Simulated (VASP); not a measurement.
# Si32HC32 (a cell with a defect) in VASP: single point with PBEsol

Aim: the single point of Si32HC32 (a cell with a defect) with PBEsol.

Everything below comes from runs of VASP 6.6.1. Logs are shortened: lines on timing, memory, paths and dates and some standing lists are left out, and cuts for length are marked.

## Step 1: The cell of the first run

The cell holds a defect, 65 atoms: a = 8.714 Å, b = 8.714 Å, c = 8.714 Å, α = 90.00°, β = 90.00°, γ = 90.00°.

## Step 2: Single point, PBEsol

Input file INCAR:

```
SYSTEM = Si32HC32
ALGO = Normal
EDIFF = 1E-6
ENCUT = 520
GGA = PS
ISIF = 2
ISMEAR = -1
ISYM = 0
LASPH = .True.
LCHARG = .True.
LELF = .True.
LREAL = Auto
LVHAR = .True.
LWAVE = .False.
NBANDS = 166
NELECT = 258.0
NELM = 100
PREC = Accurate
SIGMA = 0.05
```

Input file KPOINTS:

```
Automatic mesh
0
Gamma
  1 1 1
  0.25 0.25 0.25
```

Input file POSCAR:

```
Si32HC32
1.0
    8.7137060000      0.0000000000      0.0000000000
    0.0000000000      8.7137060000      0.0000000000
    0.0000000000      0.0000000000      8.7137060000
Si C H
32 32 1
Direct
    0.9976850000      0.9967630000      0.9976240000
    0.9984880000      0.9975650000      0.4973580000
    0.9998590000      0.4974260000      0.9974770000
    0.9981100000      0.4973650000      0.4980910000
    0.4983460000      0.9989250000      0.9974790000
    0.4982890000      0.9971830000      0.4980880000
    0.5025930000      0.5016680000      0.9938310000
    0.4986820000      0.4977540000      0.4964030000
    0.2490150000      0.2480900000      0.9979180000
    0.2485010000      0.2475740000      0.4976450000
    0.2469230000      0.7476250000      0.9977000000
    0.2490120000      0.7478440000      0.4981610000
    0.7485510000      0.2459990000      0.9977010000
    0.7487720000      0.2480920000      0.4981670000
    0.7438460000      0.7429170000      0.9929960000
    0.7485520000      0.7476240000      0.4960790000
    0.2482050000      0.9975610000      0.2476360000
    0.2489390000      0.9971850000      0.7474360000
    0.2489410000      0.4973610000      0.2472540000
    0.2472580000      0.4977560000      0.7478250000
    0.7484730000      0.9967590000      0.2468370000
    0.7483280000      0.9989310000      0.7475010000
    0.7483300000      0.4974230000      0.2490060000
    0.7446820000      0.5016720000      0.7517420000
    0.9984880000      0.2472830000      0.2476370000
    0.9981080000      0.2480200000      0.7474380000
    0.9976860000      0.7475480000      0.2468370000
    0.9998580000      0.7474050000      0.7474990000
    0.4982870000      0.2480130000      0.2472540000
    0.4986820000      0.2463290000      0.7478260000
    0.4983450000      0.7473980000      0.2490040000
    0.5025840000      0.7437610000      0.7517340000
    0.1235220000      0.1225980000      0.1227200000
    0.1237040000      0.1227800000      0.6227300000
    0.1235820000      0.6226800000      0.1238070000
    0.1238550000      0.6228560000      0.6218470000
    0.6236060000      0.1226520000      0.1238060000
    0.6237800000      0.1229270000      0.6218460000
    0.6232900000      0.6223610000      0.1289070000
    0.6240710000      0.6231510000      0.6171960000
    0.3747260000      0.3737960000      0.1222120000
    0.3738800000      0.3729500000      0.6230270000
    0.3736010000      0.8727380000      0.1228160000
    0.3747230000      0.8721410000      0.6238710000
    0.8736660000      0.3726770000      0.1228140000
    0.8730640000      0.3738030000      0.6238780000
    0.8720930000      0.8711680000      0.1212450000
    0.8736630000      0.8727410000      0.6227540000
    0.3735820000      0.1227760000      0.3728520000
    0.3726980000      0.1229270000      0.8729280000
    0.3726950000      0.6228500000      0.3730040000
    0.3680480000      0.6231500000      0.8732250000
    0.8735690000      0.1225980000      0.3726730000
    0.8746570000      0.1226580000      0.8727570000
    0.8746550000      0.6226800000      0.3727330000
    0.8797620000      0.6223660000      0.8724400000
    0.1237040000      0.3726550000      0.3728530000
    0.1238570000      0.3717730000      0.8729290000
    0.1235200000      0.8726440000      0.3726730000
    0.1235820000      0.8737330000      0.8727570000
    0.6237790000      0.3717680000      0.3730030000
    0.6240750000      0.3671180000      0.8732260000
    0.6236050000      0.8737260000      0.3727320000
    0.6232870000      0.8788240000      0.8724390000
    0.6233670000      0.6224750000      0.8725660000
```

Potentials or basis: VASP PAW PBE potentials, release 64 (Si, C, H).

Launch:

```bash
cat potpaw_PBE.64/Si/POTCAR potpaw_PBE.64/C/POTCAR potpaw_PBE.64/H/POTCAR > POTCAR
mpirun -np 1 vasp_std > vasp.out
```

OUTCAR:

```text
SYSTEM = Si32HC32
   EDIFF = 1E-6
   ENCUT = 520
   GGA = PS
   ISIF = 2
   ISMEAR = -1
   ISYM = 0
   LASPH = .True.
   LREAL = Auto
   NELECT = 258.0
   NELM = 100
   PREC = Accurate

 ion  position               nearest neighbor table
   1  0.998  0.997  0.998-  54 1.88  60 1.88  47 1.89  33 1.90  13 3.07  11 3.07  21 3.07  27 3.07
                            22 3.08  28 3.08  17 3.08  25 3.08  18 3.09  26 3.09   9 3.10  15 3.13
   2  0.998  0.998  0.497-  53 1.88  59 1.88  48 1.89  34 1.89  25 3.08  17 3.08  16 3.08  10 3.08
                            14 3.08  12 3.08  28 3.08  22 3.08  18 3.08  26 3.08  21 3.08  27 3.08
   3  1.000  0.497  0.997-  56 1.86  58 1.88  35 1.89  45 1.89  20 3.06  11 3.06   9 3.07  19 3.07
                            26 3.08  27 3.08  28 3.08  25 3.08  24 3.09  15 3.09  13 3.10  23 3.10
   4  0.998  0.497  0.498-  55 1.88  46 1.88  36 1.89  57 1.89  14 3.07  26 3.07  23 3.07  20 3.07
                            28 3.08  16 3.08  10 3.08  25 3.08  12 3.09  27 3.09  19 3.09  24 3.12
   5  0.498  0.999  0.997-  64 1.86  50 1.88  37 1.89  43 1.89  30 3.06  13 3.06   9 3.07  29 3.07
                            18 3.08  21 3.08  22 3.08  17 3.08  32 3.09  15 3.09  11 3.10  31 3.10
   6  0.498  0.997  0.498-  63 1.88  44 1.88  38 1.89  49 1.89  12 3.07  18 3.07  31 3.07  30 3.07
                            22 3.08  16 3.08  10 3.08  17 3.08  14 3.09  21 3.09  29 3.09  32 3.12
   7  0.503  0.502  0.994-  65 1.83  39 1.90  52 1.90  62 1.90  41 1.93  15 2.97  24 2.98  32 2.98
                            31 3.09  23 3.09  20 3.09  30 3.09  13 3.09  11 3.09  19 3.12  29 3.12
   8  0.499  0.498  0.496-  40 1.87  51 1.88  61 1.88  42 1.89  31 3.06  23 3.06  19 3.07  29 3.07
                            16 3.08  14 3.08  12 3.08  10 3.08  32 3.09  24 3.09  20 3.10  30 3.10
   9  0.249  0.248  0.998-  58 1.88  50 1.88  41 1.89  33 1.89   3 3.07   5 3.07  19 3.07  29 3.07
                            20 3.08  30 3.08  25 3.08  17 3.08  18 3.09  26 3.09   1 3.10   7 3.13
  10  0.249  0.248  0.498-  57 1.88  49 1.88  34 1.88  42 1.89  25 3.08   2 3.08  17 3.08  29 3.08
                            19 3.08   6 3.08  18 3.08   4 3.08  26 3.08   8 3.08  20 3.08  30 3.08
  11  0.247  0.748  0.998-  52 1.86  60 1.88  35 1.88  43 1.90   3 3.06  28 3.06  27 3.07   1 3.07
                            20 3.08  19 3.08  18 3.08  17 3.08  32 3.09   7 3.09   5 3.10  31 3.10
[... 73 lines left out ...]
  64  0.623  0.879  0.872-   5 1.86  22 1.86  32 1.90  15 1.90
  65  0.623  0.622  0.873-  15 1.82   7 1.83  32 1.83  24 1.83

IMPORTANT INFORMATION: All symmetrisations will be switched off!
NOSYMM: (Re-)initialisation of all symmetry stuff for point group C_1.

----------------------------------------------------------------------------------------

                                     Primitive cell

  volume of cell :     661.6201

  direct lattice vectors                    reciprocal lattice vectors
     8.713706000  0.000000000  0.000000000     0.114761733  0.000000000  0.000000000
     0.000000000  8.713706000  0.000000000     0.000000000  0.114761733  0.000000000
     0.000000000  0.000000000  8.713706000     0.000000000  0.000000000  0.114761733

  length of vectors
     8.713706000  8.713706000  8.713706000     0.114761733  0.114761733  0.114761733

  position of ions in fractional coordinates (direct lattice)
     0.997685000  0.996763000  0.997624000
     0.998488000  0.997565000  0.497358000
     0.999859000  0.497426000  0.997477000
     0.998110000  0.497365000  0.498091000
     0.498346000  0.998925000  0.997479000
     0.498289000  0.997183000  0.498088000
[... 57 lines left out ...]
     0.623287000  0.878824000  0.872439000
     0.623367000  0.622475000  0.872566000

  ion indices of the primitive-cell ions
   primitive index   ion index
                 1           1
                 2           2
                 3           3
                 4           4
                 5           5
                 6           6
[... 57 lines left out ...]
                64          64
                65          65

----------------------------------------------------------------------------------------

 KPOINTS: Automatic mesh

Automatic generation of k-mesh.
 Grid dimensions read from file:
 generate k-points for:    1    1    1

 Generating k-lattice:

  Cartesian coordinates                     Fractional coordinates (reciprocal lattice)
     0.114761733  0.000000000  0.000000000     1.000000000  0.000000000  0.000000000
     0.000000000  0.114761733  0.000000000     0.000000000  1.000000000  0.000000000
     0.000000000  0.000000000  0.114761733     0.000000000  0.000000000  1.000000000

  Length of vectors
     0.114761733  0.114761733  0.114761733

  Shift w.r.t. Gamma in fractional coordinates (k-lattice)
     0.250000000  0.250000000  0.250000000

 Subroutine IBZKPT returns following result:
 ===========================================

 Found      4 irreducible k-points:

 Following reciprocal coordinates:
            Coordinates               Weight
  0.250000  0.250000  0.250000      2.000000
 -0.250000  0.250000  0.250000      2.000000
 -0.250000 -0.250000  0.250000      2.000000
  0.250000 -0.250000  0.250000      2.000000
   k-points           NKPTS =      4   k-points in BZ     NKDIM =      4   number of bands    NBANDS=    166
   number of dos      NEDOS =    301   number of ions     NIONS =     65
   total plane-waves  NPLWV = 343000
   dimension x,y,z NGX =    70 NGY =   70 NGZ =   70
   dimension x,y,z NGXF=   140 NGYF=  140 NGZF=  140
   ions per type =              32  32   1
   NGX,Y,Z   is equivalent  to a cutoff of  13.36, 13.36, 13.36 a.u.
   NGXF,Y,Z  is equivalent  to a cutoff of  26.71, 26.71, 26.71 a.u.
 SYSTEM =  Si32HC32
   PREC   = accura    normal or accurate (medium, high low for compatibility)
   ISTART =      0    job   : 0-new  1-cont  2-samecut
   ICHARG =      2    charge: 1-file 2-atom 10-const
   ISPIN  =      1    spin polarized calculation?
   LNONCOLLINEAR =      F non collinear calculations
   LSORBIT =      F    spin-orbit coupling
   LASPH  =      T    aspherical Exc in radial PAW
   ENCUT  =  520.0 eV  38.22 Ry    6.18 a.u.  16.20 16.20 16.20*2*pi/ulx,y,z
   NELM   =    100;   NELMIN=  2; NELMDL= -5     # of ELM steps
   EDIFF  = 0.1E-05   stopping-criterion for ELM
   LREAL  =      T    real-space projection
   EDIFFG = 0.1E-04   stopping-criterion for IOM
   NSW    =      0    number of steps for IOM
   IBRION =     -1    ionic relax: 0-MD 1-quasi-New 2-CG
   NFREE  =      0    steps in history (QN), initial steepest desc. (CG)
   ISIF   =      2    stress and relaxation
   ISYM   =      0    0-nonsym 1-usesym 2-fastsym
   POTIM  = 0.5000    time-step for ionic-motion
   TEBEG  =    0.0;   TEEND  =   0.0 temperature during run
   PSTRESS=    0.0 pullay stress
   NELECT =     258.0000    total number of electrons
   NUPDOWN=      -1.0000    fix difference up-down
   EMIN   =  10.00;   EMAX   =-10.00  energy-range for DOS
   EFERMI =   0.00;   METHOD = LEGACY
   ISMEAR =    -1;   SIGMA  =   0.05  broadening in eV -4-tet -1-fermi 0-gaus
   EFERMI_NEDOS =   21; number of points for ismear=-14 and -15
   IALGO  =     38    algorithm
   IMIX   =      4    mixing-type and parameters
     AMIX     =   0.40;   BMIX     =  1.00
     AMIX_MAG =   1.60;   BMIX_MAG =  1.00
  volume/ion in A,a.u.               =      10.18        68.69
  Fermi-wavevector in a.u.,A,eV,Ry     =   1.196039  2.260185 19.463245  1.430508
  Thomas-Fermi vector in A             =   2.331989
   LORBIT       =      0    0 simple, 1 ext, 2 COOP (PROOUT), +10 PAW based schemes
   GGA     = PS    functional components
   LHFCALC =     F    Hartree Fock is set to
   AEXX    =    0.0000 exact exchange contribution
   IVDW    =     0    specifies the selected vdW correction
   LEPSILON=     F    determine dielectric tensor
   LRPA    =     F    only Hartree local field effects (RPA)
 non-spin polarized calculation
  energy-cutoff  :      520.00
  volume of cell :      661.62
 maximum number of plane-waves:     17779
 NGX is ok and might be reduce to    70
   NGX = 33   NGY = 33   NGZ = 33

 number of electron     258.0000001 magnetization

 Free energy of the ion-electron system (eV)
  ---------------------------------------------------
  ext. energy  EPLUGINS =         0.00000000
  ---------------------------------------------------
  free energy    TOTEN  =      -501.49549613 eV

  energy without entropy =     -501.49549611  energy(sigma->0) =     -501.49549612

 E-fermi :   9.2435     XC(G=0): -11.5441

 val. band max:        8.2920269201   @ k =  -0.2500  -0.2500   0.2500
 cond. band min:      10.2284168376   @ k =   0.2500   0.2500   0.2500
 fundamental gap:      1.9363899175
 Fermi energy:         9.2435099514

 k-point     1 :       0.2500    0.2500    0.2500
  band No.  band energies     occupation
      1      -7.0920      2.00000
      2      -6.3305      2.00000
      3      -6.2658      2.00000
      4      -6.2658      2.00000
      5      -5.5559      2.00000
      6      -5.4991      2.00000
[... 565 lines left out ...]
    140      12.3291      0.00000
    141      12.3305      0.00000
 [bands above 141 left out]

------------------------ aborting loop because EDIFF is reached ----------------------------------------

  FORCE on cell =-STRESS in cart. coord.  units (eV):
  Direction    XX          YY          ZZ          XY          YZ          ZX
  --------------------------------------------------------------------------------------
  -------------------------------------------------------------------------------------
  Total       15.6931798     15.7139921     15.7153013     -0.6312701     -0.6312396     -0.6361049
  in kB       38.0025575     38.0529564     38.0561268     -1.5286818     -1.5286079     -1.5403897
  external PRESSURE =      38.0372136 kB  Pullay stress =       0.0000000 kB

 VOLUME and BASIS-vectors are now :
 -----------------------------------------------------------------------------
  energy-cutoff  :      520.00
  volume of cell :      661.62
      direct lattice vectors                 reciprocal lattice vectors
     8.713706000  0.000000000  0.000000000     0.114761733  0.000000000  0.000000000
     0.000000000  8.713706000  0.000000000     0.000000000  0.114761733  0.000000000
     0.000000000  0.000000000  8.713706000     0.000000000  0.000000000  0.114761733

 POSITION                                       TOTAL-FORCE (eV/Angst)
 -----------------------------------------------------------------------------------
      8.69353      8.68550      8.69300         0.042207      0.042401      0.044111
      8.70053      8.69249      4.33383         0.042427      0.042259      0.051114
      8.71248      4.33442      8.69172         0.038865      0.041755      0.056610
      8.69724      4.33389      4.34022         0.036326      0.053223      0.031510
      4.34244      8.70434      8.69174         0.040825      0.040737      0.056986
      4.34194      8.68916      4.34019         0.051584      0.038623      0.031097
[... 57 lines left out ...]
      5.43114      7.65781      7.60218         0.031331     -0.056806      0.020866
      5.43184      5.42406      7.60328         0.023070      0.021616      0.021110
 -----------------------------------------------------------------------------------
    total drift:                                0.077053      0.022634      0.000589

  FREE ENERGIE OF THE ION-ELECTRON SYSTEM (eV)
  ---------------------------------------------------
  free  energy   TOTEN  =      -501.4954961350 eV

  energy  without entropy=     -501.4954961132  energy(sigma->0) =     -501.49549612
```

Wall time 20 min (1 thread of Intel Xeon Platinum 8375C at 2.90GHz (Ice Lake), shared host); peak memory 0.83 GiB.

What came out:

```
Free energy   : -501.4955 eV
Largest force : 0.147 eV/Å
```

Forces on the atoms (eV/Å):
```
Si   0.042  0.042  0.044
Si   0.042  0.042  0.051
Si   0.039  0.042  0.057
Si   0.036  0.053  0.032
Si   0.041  0.041  0.057
Si   0.052  0.039  0.031
Si   0.012  0.012  0.014
Si   0.049  0.051  0.048
Si   0.032  0.031  0.045
Si   0.030  0.031  0.034
Si   0.034  0.026  0.029
Si   0.031  0.044  0.034
Si   0.027  0.036  0.029
Si   0.041  0.031  0.034
Si   0.008  0.010  0.009
Si   0.027  0.029  0.035
Si   0.049  0.045  0.044
Si   0.030  0.039  0.052
Si   0.030  0.053  0.038
Si   0.045  0.052  0.051
Si   0.041  0.043  0.042
Si   0.053  0.040  0.042
Si   0.053  0.041  0.039
Si   0.013  0.012  0.015
Si   0.043  0.050  0.043
Si   0.038  0.030  0.053
Si   0.042  0.041  0.041
Si   0.038  0.053  0.039
Si   0.052  0.030  0.039
Si   0.049  0.046  0.050
Si   0.041  0.057  0.040
Si   0.012  0.014  0.015
C   -0.031 -0.036 -0.034
C   -0.031 -0.036 -0.033
C   -0.022 -0.036 -0.030
C   -0.034 -0.052 -0.043
C   -0.038 -0.021 -0.030
C   -0.047 -0.040 -0.042
C    0.029  0.029 -0.060
C   -0.086 -0.088 -0.071
C   -0.047 -0.048 -0.084
C   -0.035 -0.037 -0.035
C   -0.030 -0.033 -0.031
C   -0.043 -0.087 -0.042
C   -0.031 -0.030 -0.032
C   -0.089 -0.043 -0.041
C    0.017  0.006  0.010
C   -0.031 -0.033 -0.029
C   -0.036 -0.039 -0.039
C   -0.045 -0.038 -0.049
C   -0.044 -0.050 -0.038
C   -0.063 -0.092 -0.095
C   -0.034 -0.037 -0.038
C   -0.039 -0.024 -0.043
C   -0.038 -0.041 -0.027
C   -0.058  0.028  0.022
C   -0.039 -0.037 -0.038
C   -0.039 -0.042 -0.053
C   -0.037 -0.034 -0.037
C   -0.026 -0.036 -0.041
C   -0.051 -0.042 -0.041
C   -0.091 -0.064 -0.096
C   -0.041 -0.036 -0.024
C    0.031 -0.057  0.021
H    0.023  0.022  0.021
```

Caveat: the cell carries a net charge on a neutralising background, which shifts energy and pressure; the cell is charged against a uniform background, so pressure and absolute levels hang on convention; the PAW data sets were made with another functional, which shifts forces and pressure a little.
